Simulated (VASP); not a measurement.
# Hg (P6_3/mmc) in VASP: notebook

Runs on Hg. Level: PBEsol+D3(BJ). Tasks: single point.

Everything below comes from runs of VASP 6.6.1. Logs are shortened: lines on timing, memory, paths and dates and some standing lists are left out, and cuts for length are marked.

**1. The cell of the first run**

It takes space group P6_3/mmc (No. 194, hexagonal). Conventional cell: a = 3.075 Å, b = 3.075 Å, c = 5.055 Å, α = 90.00°, β = 90.00°, γ = 120.00°. Within 4.0 Å of Hg (site symmetry -6m2) lie 12 Hg at 3.08 to 3.09 Å.

**2. Single point, PBEsol+D3(BJ)**

Contents of INCAR:

```
SYSTEM = Hg
  PREC = Accurate
  ENCUT = 520
  EDIFF = 1E-6
  ISMEAR = 0
  SIGMA = 0.15
  LREAL = .FALSE.
  LASPH = .TRUE.
  NELM = 80
  ALGO = Fast
  ISIF = 2
  LWAVE = .FALSE.
  LCHARG = .FALSE.
  GGA = PS
  IVDW = 12
  NBANDS = 19
```

Contents of KPOINTS:

```
regular mesh
0
G
  18 18 10
  0 0 0
```

Contents of POSCAR:

```
Hg
1.0
    3.0752000000      0.0000000000      0.0000000000
   -1.5376000000      2.6632013217      0.0000000000
    0.0000000000      0.0000000000      5.0554047156
Hg
2
Direct
    0.6666666667      0.3333333333      0.7500000000
    0.3333333333      0.6666666667      0.2500000000
```

Potentials or basis: VASP PAW PBE potentials, release 64 (Hg).

Launch:

```bash
> cat potpaw_PBE.64/Hg/POTCAR > POTCAR
> mpirun -np 1 vasp_std > vasp.out
```

OUTCAR:

```text
SYSTEM = Hg
   PREC = Accurate
   ENCUT = 520
   EDIFF = 1E-6
   ISMEAR = 0
   LREAL = .FALSE.
   LASPH = .TRUE.
   NELM = 80
   ISIF = 2
   GGA = PS
   IVDW = 12
 IVDW          = 12

 ion  position               nearest neighbor table
   1  0.667  0.333  0.750-   2 3.09   2 3.09   2 3.09   2 3.09   2 3.09   2 3.09
   2  0.333  0.667  0.250-   1 3.09   1 3.09   1 3.09   1 3.09   1 3.09   1 3.09

  LATTYP: Found a hexagonal cell.
 ALAT       =     3.0752000000
 C/A-ratio  =     1.6439271318

  Lattice vectors:

 A1 = (   3.0752000000,   0.0000000000,   0.0000000000)
 A2 = (  -1.5376000000,   2.6632013217,   0.0000000000)
 A3 = (   0.0000000000,   0.0000000000,   5.0554047156)

Analysis of symmetry for initial positions (statically):
=====================================================================
 Subroutine PRICEL returns:
 Original cell was already a primitive cell.

 Routine SETGRP: Setting up the symmetry group for a
 hexagonal supercell.

 Subroutine GETGRP returns: Found 24 space group operations
 (whereof 12 operations were pure point group operations)
 out of a pool of 24 trial point group operations.

The static configuration has the point symmetry D_3d.
 The point group associated with its full space group is D_6h.

Analysis of symmetry for dynamics (positions and initial velocities):
=====================================================================
 Subroutine PRICEL returns:
 Original cell was already a primitive cell.

 Routine SETGRP: Setting up the symmetry group for a
 hexagonal supercell.

 Subroutine GETGRP returns: Found 24 space group operations
 (whereof 12 operations were pure point group operations)
 out of a pool of 24 trial point group operations.

The dynamic configuration has the point symmetry D_3d.
 The point group associated with its full space group is D_6h.

 Subroutine INISYM returns: Found 24 space group operations
 (whereof 12 operations are pure point group operations),
 and found     1 'primitive' translations

----------------------------------------------------------------------------------------

                                     Primitive cell

  volume of cell :      41.4031

  direct lattice vectors                    reciprocal lattice vectors
     3.075200000  0.000000000  0.000000000     0.325182102  0.187743974  0.000000000
    -1.537600000  2.663201322  0.000000000     0.000000000  0.375487948  0.000000000
     0.000000000  0.000000000  5.055404716     0.000000000  0.000000000  0.197808100

  length of vectors
     3.075200000  3.075200000  5.055404716     0.375487948  0.375487948  0.197808100

  position of ions in fractional coordinates (direct lattice)
     0.666666667  0.333333333  0.750000000
     0.333333333  0.666666667  0.250000000

  ion indices of the primitive-cell ions
   primitive index   ion index
                 1           1
                 2           2

----------------------------------------------------------------------------------------

 KPOINTS: regular mesh

Automatic generation of k-mesh.
 Grid dimensions read from file:
 generate k-points for:   18   18   10

 Generating k-lattice:

  Cartesian coordinates                     Fractional coordinates (reciprocal lattice)
     0.018065672  0.010430221  0.000000000     0.055555556  0.000000000  0.000000000
     0.000000000  0.020860442  0.000000000     0.000000000  0.055555556  0.000000000
     0.000000000  0.000000000  0.019780810     0.000000000  0.000000000  0.100000000

  Length of vectors
     0.020860442  0.020860442  0.019780810

  Shift w.r.t. Gamma in fractional coordinates (k-lattice)
     0.000000000  0.000000000  0.000000000

 Subroutine IBZKPT returns following result:
 ===========================================

 Found    222 irreducible k-points:

 Following reciprocal coordinates:
            Coordinates               Weight
  0.000000  0.000000  0.000000      1.000000
  0.055556  0.000000  0.000000      6.000000
  0.111111  0.000000  0.000000      6.000000
  0.166667  0.000000  0.000000      6.000000
  0.222222  0.000000  0.000000      6.000000
  0.277778  0.000000  0.000000      6.000000
[... 16 lines left out ...]
  0.333333  0.111111  0.000000     12.000000
  0.388889  0.111111  0.000000     12.000000
 [... further k-points ...]
   k-points           NKPTS =    222   k-points in BZ     NKDIM =    222   number of bands    NBANDS=     19
   number of dos      NEDOS =    301   number of ions     NIONS =      2
   total plane-waves  NPLWV =  23040
   dimension x,y,z NGX =    24 NGY =   24 NGZ =   40
   dimension x,y,z NGXF=    48 NGYF=   48 NGZF=   80
   ions per type =               2
   NGX,Y,Z   is equivalent  to a cutoff of  12.97, 12.97, 13.15 a.u.
   NGXF,Y,Z  is equivalent  to a cutoff of  25.95, 25.95, 26.31 a.u.
 SYSTEM =  Hg
   PREC   = accura    normal or accurate (medium, high low for compatibility)
   ISTART =      0    job   : 0-new  1-cont  2-samecut
   ICHARG =      2    charge: 1-file 2-atom 10-const
   ISPIN  =      1    spin polarized calculation?
   LNONCOLLINEAR =      F non collinear calculations
   LSORBIT =      F    spin-orbit coupling
   LASPH  =      T    aspherical Exc in radial PAW
   ENCUT  =  520.0 eV  38.22 Ry    6.18 a.u.   5.72  5.72  9.40*2*pi/ulx,y,z
   NELM   =     80;   NELMIN=  2; NELMDL= -5     # of ELM steps
   EDIFF  = 0.1E-05   stopping-criterion for ELM
   LREAL  =      F    real-space projection
[... 7 lines left out ...]
   TEBEG  =    0.0;   TEEND  =   0.0 temperature during run
   PSTRESS=    0.0 pullay stress
   NELECT =      24.0000    total number of electrons
   NUPDOWN=      -1.0000    fix difference up-down
   EMIN   =  10.00;   EMAX   =-10.00  energy-range for DOS
   EFERMI =   0.00;   METHOD = LEGACY
   ISMEAR =     0;   SIGMA  =   0.15  broadening in eV -4-tet -1-fermi 0-gaus
   EFERMI_NEDOS =   21; number of points for ismear=-14 and -15
   IALGO  =     68    algorithm
   IMIX   =      4    mixing-type and parameters
     AMIX     =   0.40;   BMIX     =  1.00
     AMIX_MAG =   1.60;   BMIX_MAG =  1.00
  volume/ion in A,a.u.               =      20.70       139.70
  Fermi-wavevector in a.u.,A,eV,Ry     =   1.365005  2.579485 25.350890  1.863238
  Thomas-Fermi vector in A             =   2.491271
   LORBIT       =      0    0 simple, 1 ext, 2 COOP (PROOUT), +10 PAW based schemes
   GGA     = PS    functional components
   LHFCALC =     F    Hartree Fock is set to
   AEXX    =    0.0000 exact exchange contribution
   IVDW    =    12    specifies the selected vdW correction
   LEPSILON=     F    determine dielectric tensor
   LRPA    =     F    only Hartree local field effects (RPA)
 non-spin polarized calculation
 RMM-DIIS sequential band-by-band and
 Gauss-broadening in eV      SIGMA  =   0.15
  energy-cutoff  :      520.00
  volume of cell :       41.40
 maximum number of plane-waves:      1129
 NGX is ok and might be reduce to    24

 number of electron      24.0000003 magnetization

 Free energy of the ion-electron system (eV)
  ---------------------------------------------------
  ext. energy  EPLUGINS =         0.00000000
  ---------------------------------------------------
  free energy    TOTEN  =        -0.95798714 eV

  energy without entropy =       -0.94796446  energy(sigma->0) =       -0.95297580

 E-fermi :   3.7332     XC(G=0): -11.7850

 val. band max:        3.7299427014   @ k =   0.2778   0.1667   0.1000
 cond. band min:       3.7440611592   @ k =   0.3333   0.1667   0.2000
 fundamental gap:      0.0141184578
 Fermi energy:         3.7331567847

 k-point     1 :       0.0000    0.0000    0.0000
  band No.  band energies     occupation
      1      -6.5690      2.00000
      2      -5.1440      2.00000
      3      -3.8028      2.00000
      4      -3.6918      2.00000
      5      -3.6918      2.00000
      6      -3.5143      2.00000
[... 11 lines left out ...]
     18      18.8816      0.00000
     19      20.2187      0.00000

 k-point     2 :       0.0556    0.0000    0.0000
  band No.  band energies     occupation
      1      -6.4896      2.00000
      2      -5.0937      2.00000
      3      -3.8365      2.00000
      4      -3.6565      2.00000
      5      -3.6526      2.00000
      6      -3.5287      2.00000
[... 11 lines left out ...]
     18      19.2170      0.00000
     19      20.6274      0.00000

 k-point     3 :       0.1111    0.0000    0.0000
  band No.  band energies     occupation
      1      -6.2576      2.00000
      2      -4.9556      2.00000
      3      -3.9045      2.00000
      4      -3.6047      2.00000
      5      -3.5381      2.00000
      6      -3.5313      2.00000
[... 11 lines left out ...]
     18      19.6530      0.00000
     19      19.9860      0.00000

 k-point     4 :       0.1667    0.0000    0.0000
  band No.  band energies     occupation
      1      -5.8953      2.00000
      2      -4.7786      2.00000
      3      -3.9580      2.00000
      4      -3.6427      2.00000
      5      -3.5238      2.00000
      6      -3.3941      2.00000
[... 11 lines left out ...]
     18      18.4348      0.00000
     19      19.1600      0.00000

 k-point     5 :       0.2222    0.0000    0.0000
  band No.  band energies     occupation
      1      -5.4597      2.00000
      2      -4.6673      2.00000
      3      -3.9052      2.00000
      4      -3.7773      2.00000
      5      -3.6693      2.00000
      6      -3.4581      2.00000
[... 11 lines left out ...]
     18      17.2510      0.00000
     19      18.8748      0.00000
[... 334 lines left out ...]
      2      -4.5315      2.00000
      3      -4.0734      2.00000
      4      -3.9128      2.00000
      5      -3.6553      2.00000
      6      -3.6066      2.00000
[... 11 lines left out ...]
     18      17.1282      0.00000
     19      17.1840      0.00000

 k-point    22 :       0.2778    0.1111    0.0000
  band No.  band energies     occupation
      1      -4.6734      2.00000
      2      -4.6247      2.00000
      3      -4.2884      2.00000
      4      -3.7119      2.00000
      5      -3.6028      2.00000
      6      -3.5029      2.00000
[... 11 lines left out ...]
     18      16.5007      0.00000
     19      16.6267      0.00000

 k-point    23 :       0.3333    0.1111    0.0000
  band No.  band energies     occupation
      1      -4.7178      2.00000
      2      -4.6208      2.00000
      3      -4.4511      2.00000
      4      -3.7468      2.00000
      5      -3.3969      2.00000
      6      -3.3738      2.00000
[... 11 lines left out ...]
     18      15.9566      0.00000
     19      16.2641      0.00000

 k-point    24 :       0.3889    0.1111    0.0000
  band No.  band energies     occupation
      1      -4.7814      2.00000
      2      -4.6205      2.00000
      3      -4.5517      2.00000
      4      -3.7630      2.00000
      5      -3.4381      2.00000
      6      -3.3178      2.00000
[... 11 lines left out ...]
     18      15.6054      0.00000
     19      16.0445      0.00000

 [... further k-points ...]

------------------------ aborting loop because EDIFF is reached ----------------------------------------

 Edisp (eV)   -0.96887

 E8    (eV) :    -0.6577

  FORCE on cell =-STRESS in cart. coord.  units (eV):
  Direction    XX          YY          ZZ          XY          YZ          ZX
  --------------------------------------------------------------------------------------
  -------------------------------------------------------------------------------------
  Total       1.01991     1.01991     1.03816     0.00000     0.00000     0.00000
  in kB      39.46762    39.46762    40.17367     0.00000     0.00000     0.00000
  external pressure =       39.70 kB  Pullay stress =        0.00 kB

 VOLUME and BASIS-vectors are now :
 -----------------------------------------------------------------------------
  energy-cutoff  :      520.00
  volume of cell :       41.40
      direct lattice vectors                 reciprocal lattice vectors
     3.075200000  0.000000000  0.000000000     0.325182102  0.187743974  0.000000000
    -1.537600000  2.663201322  0.000000000     0.000000000  0.375487948  0.000000000
     0.000000000  0.000000000  5.055404716     0.000000000  0.000000000  0.197808100

 POSITION                                       TOTAL-FORCE (eV/Angst)
 -----------------------------------------------------------------------------------
      1.53760      0.88773      3.79155         0.000000      0.000000      0.000000
     -0.00000      1.77547      1.26385        -0.000000     -0.000000      0.000000
 -----------------------------------------------------------------------------------
    total drift:                               -0.000000      0.000000     -0.000000

  FREE ENERGIE OF THE ION-ELECTRON SYSTEM (eV)
  ---------------------------------------------------
  free  energy   TOTEN  =        -1.9268575572 eV

  energy  without entropy=       -1.9168348714  energy(sigma->0) =       -1.92184621
```

It took 36 s on 1 thread of Intel Xeon 6975P-C (Granite Rapids), shared host; peak memory 0.27 GiB.

Results:

```yaml
Free_energy: -1.9269 eV
Pressure: 4.0 GPa
Band_gap_on_the_k_mesh: zero (band 12 reaches 4.09 eV, above the bottom of band 13 at 2.31 eV)
Dispersion_energy_per_atom: -0.484 eV
```

Caveat: the PAW data sets were made with another functional, which shifts forces and pressure a little; spin-orbit coupling is left out, which moves the levels of the heavy elements; pairwise dispersion overbinds metals, which lowers pressure and volume.

**3. Single point, PBEsol+D3(BJ)**

This run uses another cell than the first one, of the same volume but with other edges.

Contents of INCAR:

```
SYSTEM = Hg
PREC = Accurate
ENCUT = 520
EDIFF = 1E-7
ISMEAR = 0
SIGMA = 0.15
LREAL = .FALSE.
LASPH = .TRUE.
NELM = 80
ALGO = Fast
ISIF = 2
LWAVE = .FALSE.
LCHARG = .TRUE.
GGA = PS
IVDW = 12
LELF = .TRUE.
LVHAR = .TRUE.
NBANDS = 19
```

KPOINTS is that of step 2.

Contents of POSCAR:

```
Hg
1.0
    3.1935000000      0.0000000000      0.0000000000
   -1.5967500000      2.7656521270      0.0000000000
    0.0000000000      0.0000000000      4.6914000000
Hg
2
Direct
    0.6666666667      0.3333333333      0.7500000000
    0.3333333333      0.6666666667      0.2500000000
```

Potentials or basis: VASP PAW PBE potentials, release 64 (Hg).

Launch:

```bash
> cat potpaw_PBE.64/Hg/POTCAR > POTCAR
> mpirun -np 1 vasp_std > vasp.out
```

It took 38 s on 1 thread of Intel Xeon 6975P-C (Granite Rapids), shared host; peak memory 0.26 GiB.

The run converged. Its results:

* Free energy: -1.9210 eV
* Pressure: 4.5 GPa
* Band gap on the k mesh: zero (band 12 reaches 4.42 eV, above the bottom of band 13 at 3.17 eV)
* Dispersion energy per atom: -0.484 eV

Levels at points of the mesh, in eV from the Fermi level:
```csv
k point,band 10,band 11,band 12,band 13,band 14,band 15
"(0.00, 0.00, 0.00)",-6.12,-6.12,-1.73,-0.10,12.03,12.03
"(0.50, 0.00, 0.00)",-5.84,-3.16,-3.04,3.84,3.92,4.45
"(0.00, 0.00, 0.50)",-6.39,-6.39,-6.39,9.39,9.39,12.62
"(0.50, 0.00, 0.50)",-6.15,-1.97,-1.97,-0.37,-0.37,9.12
```

Caveat: the PAW data sets were made with another functional, which shifts forces and pressure a little; spin-orbit coupling is left out, which moves the levels of the heavy elements; pairwise dispersion overbinds metals, which lowers pressure and volume.

(Part 1 of 2 ends here.)
